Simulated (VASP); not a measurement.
# KSi16 (a cell with a defect) in VASP: further runs

Runs on KSi16 (a cell with a defect). Level: LDA. Tasks: single point.

Everything below comes from runs of VASP 6.6.1. Logs are shortened: lines on timing, memory, paths and dates and some standing lists are left out, and cuts for length are marked.

## Step 1: The cell of the first run

The cell holds a defect, 17 atoms: a = 7.640 Å, b = 7.640 Å, c = 7.640 Å, α = 60.00°, β = 60.00°, γ = 60.00°.

## Step 2: Single point, LDA (with an interstitial atom, then relaxed in part)

INCAR reads:

```
  PREC = Accurate
  ENCUT = 520
  EDIFF = 1E-6
  ISMEAR = 0
  SIGMA = 0.02
  LREAL = Auto
  LASPH = True
  NELM = 100
  ALGO = Normal
  ISIF = 2
  LWAVE = False
  LCHARG = True
  LELF = True
  LVHAR = True
  NELECT = 72.0
  NBANDS = 50
```

KPOINTS reads:

```
regular mesh
0
Gamma
  3 3 3
```

POSCAR reads:

```
KSi16
1.0
    0.0000000000      5.4019422760     -5.4019422760
    5.4019422760      5.4019422760      0.0000000000
    5.4019422760      0.0000000000     -5.4019422760
Si K
16 1
Direct
    0.1307159566      0.1322086519      0.1325828402
    0.1306838072      0.6055946319      0.1325816595
    0.6040719793      0.1322045300      0.1325833313
    0.6245262208      0.6260056122      0.1245053350
    0.1306674776      0.1321933425      0.6060089696
    0.1227031953      0.6259987970      0.6263653887
    0.6245218965      0.1241519523      0.6263642040
    0.6244984055      0.6260147607      0.6263802841
    0.2558330050      0.7437899821      0.2576669348
    0.2490308200      0.2505525746      0.2509731169
    0.7422547843      0.7437935889      0.2576806173
    0.7422873868      0.2573162816      0.2576750050
    0.2558001027      0.7437913380      0.7441710312
    0.2558253828      0.2572970316      0.7441663605
    0.7490865965      0.7505355490      0.7508937628
    0.7422494382      0.2573109572      0.7441734545
   -0.0009675373      0.0005512066      0.0009527368
```

Potentials or basis: VASP PAW LDA potentials, release 64 (Si, K_sv).

On the command line:

```bash
$ cat potpaw_LDA.64/Si/POTCAR potpaw_LDA.64/K_sv/POTCAR > POTCAR
$ mpirun -np 1 vasp_std > vasp.out
```

OUTCAR:

```text
PREC = Accurate
   ENCUT = 520
   EDIFF = 1E-6
   ISMEAR = 0
   LREAL = Auto
   LASPH = True
   NELM = 100
   ISIF = 2
   NELECT = 72.0

 ion  position               nearest neighbor table
   1  0.131  0.132  0.133-  10 2.21  14 2.42   9 2.42  12 2.42  17 2.46
   2  0.131  0.606  0.133-  10 2.21  13 2.42  11 2.42   9 2.42  17 2.46
   3  0.604  0.132  0.133-  10 2.21  16 2.42  11 2.42  12 2.42  17 2.46
   4  0.625  0.626  0.125-  12 2.30  11 2.30   9 2.30  15 2.33
   5  0.131  0.132  0.606-  10 2.21  13 2.42  16 2.42  14 2.42  17 2.46
   6  0.123  0.626  0.626-  13 2.30   9 2.30  14 2.30  15 2.33
   7  0.625  0.124  0.626-  12 2.30  16 2.30  14 2.30  15 2.33
   8  0.624  0.626  0.626-  13 2.30  11 2.30  16 2.30  15 2.33
   9  0.256  0.744  0.258-   4 2.30   6 2.30   1 2.42   2 2.42  17 2.77
  10  0.249  0.251  0.251-   5 2.21   3 2.21   2 2.21   1 2.21
  11  0.742  0.744  0.258-   4 2.30   8 2.30   3 2.42   2 2.42  17 2.77
  12  0.742  0.257  0.258-   7 2.30   4 2.30   3 2.42   1 2.42  17 2.77
  13  0.256  0.744  0.744-   6 2.30   8 2.30   5 2.42   2 2.42  17 2.77
  14  0.256  0.257  0.744-   7 2.30   6 2.30   1 2.42   5 2.42  17 2.77
  15  0.749  0.751  0.751-   4 2.33   7 2.33   6 2.33   8 2.33
  16  0.742  0.257  0.744-   7 2.30   8 2.30   3 2.42   5 2.42  17 2.77
  17  0.999  0.001  0.001-   5 2.46   2 2.46   3 2.46   1 2.46  12 2.77   9 2.77  11 2.77  14 2.77
                            13 2.77  16 2.77

  LATTYP: Found a face centered cubic cell.
 ALAT       =    10.8038845520

  Lattice vectors:

 A1 = (   0.0000000000,   5.4019422760,  -5.4019422760)
 A2 = (   5.4019422760,   5.4019422760,   0.0000000000)
 A3 = (   5.4019422760,   0.0000000000,  -5.4019422760)

Analysis of symmetry for initial positions (statically):
=====================================================================
 Subroutine PRICEL returns:
 Original cell was already a primitive cell.

 Routine SETGRP: Setting up the symmetry group for a
 face centered cubic supercell.

 Subroutine GETGRP returns: Found  1 space group operations
 (whereof  1 operations were pure point group operations)
 out of a pool of 48 trial point group operations.

The static configuration has the point symmetry C_1 .

Analysis of symmetry for dynamics (positions and initial velocities):
=====================================================================
 Subroutine PRICEL returns:
 Original cell was already a primitive cell.

 Routine SETGRP: Setting up the symmetry group for a
 face centered cubic supercell.

 Subroutine GETGRP returns: Found  1 space group operations
 (whereof  1 operations were pure point group operations)
 out of a pool of 48 trial point group operations.

The dynamic configuration has the point symmetry C_1 .

 Subroutine INISYM returns: Found  1 space group operations
 (whereof  1 operations are pure point group operations),
 and found     1 'primitive' translations

----------------------------------------------------------------------------------------

                                     Primitive cell

  volume of cell :     315.2679

  direct lattice vectors                    reciprocal lattice vectors
     0.000000000  5.401942276 -5.401942276    -0.092559301  0.092559301 -0.092559301
     5.401942276  5.401942276  0.000000000     0.092559301  0.092559301  0.092559301
     5.401942276  0.000000000 -5.401942276     0.092559301 -0.092559301 -0.092559301

  length of vectors
     7.639500030  7.639500030  7.639500030     0.160317412  0.160317412  0.160317412

  position of ions in fractional coordinates (direct lattice)
     0.130715957  0.132208652  0.132582840
     0.130683807  0.605594632  0.132581659
     0.604071979  0.132204530  0.132583331
     0.624526221  0.626005612  0.124505335
     0.130667478  0.132193343  0.606008970
     0.122703195  0.625998797  0.626365389
[... 9 lines left out ...]
     0.742249438  0.257310957  0.744173455
     0.999032463  0.000551207  0.000952737

  ion indices of the primitive-cell ions
   primitive index   ion index
                 1           1
                 2           2
                 3           3
                 4           4
                 5           5
                 6           6
[... 9 lines left out ...]
                16          16
                17          17

----------------------------------------------------------------------------------------

 KPOINTS: regular mesh

Automatic generation of k-mesh.
 Grid dimensions read from file:
 generate k-points for:    3    3    3

 Generating k-lattice:

  Cartesian coordinates                     Fractional coordinates (reciprocal lattice)
    -0.030853100  0.030853100 -0.030853100     0.333333333  0.000000000  0.000000000
     0.030853100  0.030853100  0.030853100     0.000000000  0.333333333  0.000000000
     0.030853100 -0.030853100 -0.030853100     0.000000000  0.000000000  0.333333333

  Length of vectors
     0.053439137  0.053439137  0.053439137

  Shift w.r.t. Gamma in fractional coordinates (k-lattice)
     0.000000000  0.000000000  0.000000000

 Subroutine IBZKPT returns following result:
 ===========================================

 Found     14 irreducible k-points:

 Following reciprocal coordinates:
            Coordinates               Weight
  0.000000  0.000000  0.000000      1.000000
  0.333333  0.000000  0.000000      2.000000
  0.000000  0.333333  0.000000      2.000000
  0.000000  0.000000  0.333333      2.000000
  0.333333  0.333333  0.333333      2.000000
  0.333333  0.333333  0.000000      2.000000
  0.000000  0.333333  0.333333      2.000000
  0.333333  0.000000  0.333333      2.000000
 -0.333333  0.333333  0.000000      2.000000
  0.000000 -0.333333  0.333333      2.000000
  0.333333  0.000000 -0.333333      2.000000
  0.333333  0.333333 -0.333333      2.000000
 -0.333333  0.333333 -0.333333      2.000000
  0.333333 -0.333333 -0.333333      2.000000
   k-points           NKPTS =     14   k-points in BZ     NKDIM =     14   number of bands    NBANDS=     50
   number of dos      NEDOS =    301   number of ions     NIONS =     17
   total plane-waves  NPLWV = 216000
   dimension x,y,z NGX =    60 NGY =   60 NGZ =   60
   dimension x,y,z NGXF=   120 NGYF=  120 NGZF=  120
   ions per type =              16   1
   NGX,Y,Z   is equivalent  to a cutoff of  13.06, 13.06, 13.06 a.u.
   NGXF,Y,Z  is equivalent  to a cutoff of  26.11, 26.11, 26.11 a.u.
 SYSTEM =  unknown system
   PREC   = accura    normal or accurate (medium, high low for compatibility)
   ISTART =      0    job   : 0-new  1-cont  2-samecut
   ICHARG =      2    charge: 1-file 2-atom 10-const
   ISPIN  =      1    spin polarized calculation?
   LNONCOLLINEAR =      F non collinear calculations
   LSORBIT =      F    spin-orbit coupling
   LASPH  =      T    aspherical Exc in radial PAW
   ENCUT  =  520.0 eV  38.22 Ry    6.18 a.u.  14.20 14.20 14.20*2*pi/ulx,y,z
   NELM   =    100;   NELMIN=  2; NELMDL= -5     # of ELM steps
   EDIFF  = 0.1E-05   stopping-criterion for ELM
   LREAL  =      T    real-space projection
   EDIFFG = 0.1E-04   stopping-criterion for IOM
   NSW    =      0    number of steps for IOM
   IBRION =     -1    ionic relax: 0-MD 1-quasi-New 2-CG
   NFREE  =      0    steps in history (QN), initial steepest desc. (CG)
   ISIF   =      2    stress and relaxation
   ISYM   =      2    0-nonsym 1-usesym 2-fastsym
   POTIM  = 0.5000    time-step for ionic-motion
   TEBEG  =    0.0;   TEEND  =   0.0 temperature during run
   PSTRESS=    0.0 pullay stress
   NELECT =      72.0000    total number of electrons
   NUPDOWN=      -1.0000    fix difference up-down
   EMIN   =  10.00;   EMAX   =-10.00  energy-range for DOS
   EFERMI =   0.00;   METHOD = LEGACY
   ISMEAR =     0;   SIGMA  =   0.02  broadening in eV -4-tet -1-fermi 0-gaus
   EFERMI_NEDOS =   21; number of points for ismear=-14 and -15
   IALGO  =     38    algorithm
   IMIX   =      4    mixing-type and parameters
     AMIX     =   0.40;   BMIX     =  1.00
     AMIX_MAG =   1.60;   BMIX_MAG =  1.00
  volume/ion in A,a.u.               =      18.55       125.15
  Fermi-wavevector in a.u.,A,eV,Ry     =   1.000673  1.890999 13.624159  1.001347
  Thomas-Fermi vector in A             =   2.133045
   LORBIT       =      0    0 simple, 1 ext, 2 COOP (PROOUT), +10 PAW based schemes
   GGA     = CA    functional components
   LHFCALC =     F    Hartree Fock is set to
   AEXX    =    0.0000 exact exchange contribution
   IVDW    =     0    specifies the selected vdW correction
   LEPSILON=     F    determine dielectric tensor
   LRPA    =     F    only Hartree local field effects (RPA)
 non-spin polarized calculation
 Gauss-broadening in eV      SIGMA  =   0.02
  energy-cutoff  :      520.00
  volume of cell :      315.27
 maximum number of plane-waves:      8492
 NGX is ok and might be reduce to    60
   NGX = 29   NGY = 29   NGZ = 29

 number of electron      72.0000000 magnetization

 Free energy of the ion-electron system (eV)
  ---------------------------------------------------
  ext. energy  EPLUGINS =         0.00000000
  ---------------------------------------------------
  free energy    TOTEN  =       -98.78567717 eV

  energy without entropy =      -98.78567717  energy(sigma->0) =      -98.78567717

 E-fermi :   6.3447     XC(G=0):  -9.8882

 val. band max:        6.1747740183   @ k =   0.0000   0.0000   0.0000
 cond. band min:       6.5082521631   @ k =   0.0000   0.0000   0.0000
 fundamental gap:      0.3334781449
 Fermi energy:         6.3447137561

 k-point     1 :       0.0000    0.0000    0.0000
  band No.  band energies     occupation
      1     -23.5266      2.00000
      2      -8.1428      2.00000
      3      -8.1427      2.00000
      4      -8.1427      2.00000
      5      -5.7515      2.00000
      6      -3.7083      2.00000
[... 40 lines left out ...]
     47       8.6782      0.00000
     48       8.6783      0.00000
[... 661 lines left out ...]
     47       9.7028      0.00000
     48       9.8056      0.00000
 [bands above 48 left out]

------------------------ aborting loop because EDIFF is reached ----------------------------------------

  FORCE on cell =-STRESS in cart. coord.  units (eV):
  Direction    XX          YY          ZZ          XY          YZ          ZX
  --------------------------------------------------------------------------------------
  -------------------------------------------------------------------------------------
  Total        6.6037554      6.6060158      6.6083250     -0.0008332      0.0047774     -0.0000849
  in kB       33.5599842     33.5714712     33.5832067     -0.0042343      0.0242786     -0.0004313
  external PRESSURE =      33.5715540 kB  Pullay stress =       0.0000000 kB

 VOLUME and BASIS-vectors are now :
 -----------------------------------------------------------------------------
  energy-cutoff  :      520.00
  volume of cell :      315.27
      direct lattice vectors                 reciprocal lattice vectors
     0.000000000  5.401942276 -5.401942276    -0.092559301  0.092559301 -0.092559301
     5.401942276  5.401942276  0.000000000     0.092559301  0.092559301  0.092559301
     5.401942276  0.000000000 -5.401942276     0.092559301 -0.092559301 -0.092559301

 POSITION                                       TOTAL-FORCE (eV/Angst)
 -----------------------------------------------------------------------------------
      1.43039      1.42030     -1.42232         0.027784      0.027518     -0.027252
      3.98759      3.97733     -1.42214        -0.026373     -0.028072     -0.027400
      1.43037      3.97732     -3.97937         0.028434     -0.028289      0.028440
      4.05422      6.75530     -4.04623         0.000386     -0.000960     -0.001949
      3.98773      1.41996     -3.97948        -0.026431      0.028584      0.028730
      6.76520      4.04444     -4.04643        -0.001361      0.000671     -0.000522
[... 9 lines left out ...]
      5.40996      5.39957     -8.02957         0.000379      0.000332      0.022693
      0.00812      5.39969     -5.40186         0.001930     -0.000603      0.000036
 -----------------------------------------------------------------------------------
    total drift:                               -0.007497      0.001399      0.003295

  FREE ENERGIE OF THE ION-ELECTRON SYSTEM (eV)
  ---------------------------------------------------
  free  energy   TOTEN  =       -98.7856771740 eV

  energy  without entropy=      -98.7856771740  energy(sigma->0) =      -98.78567717
```

It took 5.7 min on 1 thread of Oxide Virtual Turin-like, shared host; peak memory 0.38 GiB.

What came out:

| Quantity | Value |
| --- | --- |
| Free energy | -98.7857 eV |
| Largest force | 0.049 eV/Å |

Forces on the atoms (eV/Å):
```
Si   0.028  0.028 -0.027
Si  -0.026 -0.028 -0.027
Si   0.028 -0.028  0.028
Si   0.000 -0.001 -0.002
Si  -0.026  0.029  0.029
Si  -0.001  0.001 -0.001
Si   0.001  0.001  0.001
Si  -0.003  0.000  0.001
Si   0.000  0.000 -0.023
Si  -0.002  0.000  0.001
Si   0.000 -0.023 -0.001
Si   0.024  0.001  0.000
Si  -0.023  0.000 -0.001
Si   0.001  0.023  0.000
Si  -0.002  0.000  0.000
Si   0.000  0.000  0.023
K    0.002 -0.001  0.000
```

Levels at points of the mesh, in eV from the Fermi level:
```tsv
k point	band 34	band 35	band 36	band 37	band 38	band 39
(0.00, 0.00, 0.00)	-0.17	-0.17	-0.17	0.16	0.16	0.16
```

Caveat: the cell carries a net charge on a neutralising background, which shifts energy and pressure; the cell differs from its parent crystal (with an interstitial atom, then relaxed in part); the cell is charged against a uniform background, so pressure and absolute levels hang on convention.

## Step 3: Single point, LDA

INCAR reads:

```
PREC     = Accurate       # precision mode
ENCUT    = 520            # plane-wave cutoff, eV
EDIFF    = 1E-6           # SCF threshold, eV
ISMEAR   = 0              # smearing method
SIGMA    = 0.02           # smearing width, eV
LREAL    = Auto         
LASPH    = T              # aspherical terms in the spheres
NELM     = 60             # most SCF steps
ALGO     = Normal         # electronic algorithm
ISIF     = 2              # what is computed and relaxed
LWAVE    = F              # write WAVECAR
LCHARG   = F              # write CHGCAR
NBANDS   = 50             # bands
NELECT   = 72.0
```

KPOINTS reads:

```
Automatic mesh
0
Gamma
  3 3 3
```

POSCAR reads:

```
KSi16
1.0
    0.0000000000      5.4019422760     -5.4019422760
    5.4019422760      5.4019422760      0.0000000000
    5.4019422760      0.0000000000     -5.4019422760
Si K
16 1
Direct
    0.1312057708      0.1312065112      0.1312179886
    0.1311736527      0.6045924471      0.1312167853
    0.6045618100      0.1312022535      0.1312185440
    0.6250161197      0.6250033465      0.1231405235
    0.1311572697      0.1311911464      0.6046441878
    0.1231930047      0.6249965897      0.6250006623
    0.6250116768      0.1231497795      0.6249994590
    0.6249882593      0.6250125099      0.6250154717
    0.2563228982      0.7427877410      0.2563021649
    0.2495207152      0.2495503341      0.2496082763
    0.7427447009      0.7427913508      0.2563157711
    0.7427772818      0.2563141050      0.2563102176
    0.2562900396      0.7427891294      0.7428061603
    0.2563152158      0.2562948527      0.7428015323
    0.7495765029      0.7495333702      0.7495289274
    0.7427392399      0.2563088292      0.7428086594
   -0.0004776986     -0.0004510415     -0.0004119814
```

Potentials or basis: VASP PAW LDA potentials, release 64 (Si, K_sv).

On the command line:

```bash
$ cat potpaw_LDA.64/Si/POTCAR potpaw_LDA.64/K_sv/POTCAR > POTCAR
$ mpirun -np 1 vasp_std > vasp.out
```

Run time: 4.7 min. Hardware: 1 thread of Oxide Virtual Turin-like, shared host; peak memory 0.38 GiB.

Results (log left out):

```
Free energy   : -98.7857 eV
Largest force : 0.049 eV/Å
```

Forces in eV/Å, atoms in the order of the input:
```
Si   0.025  0.025 -0.025
Si  -0.027 -0.028 -0.028
Si   0.029 -0.028  0.028
Si   0.002  0.000 -0.002
Si  -0.028  0.029  0.028
Si   0.000  0.002 -0.002
Si   0.002  0.002 -0.001
Si  -0.001  0.000  0.000
Si   0.000 -0.001 -0.023
Si   0.000  0.001  0.000
Si   0.001 -0.025 -0.002
Si   0.023  0.000  0.000
Si  -0.025  0.001 -0.001
Si   0.000  0.023  0.001
Si   0.001  0.000  0.000
Si   0.001  0.002  0.025
K   -0.002 -0.003  0.003
```

Levels at points of the mesh, in eV from the Fermi level:
```csv
k point,band 34,band 35,band 36,band 37,band 38,band 39
"(0.00, 0.00, 0.00)",-0.13,-0.13,-0.13,0.20,0.20,0.20
```

Caveat: the cell carries a net charge on a neutralising background, which shifts energy and pressure; the cell is charged against a uniform background, so pressure and absolute levels hang on convention.
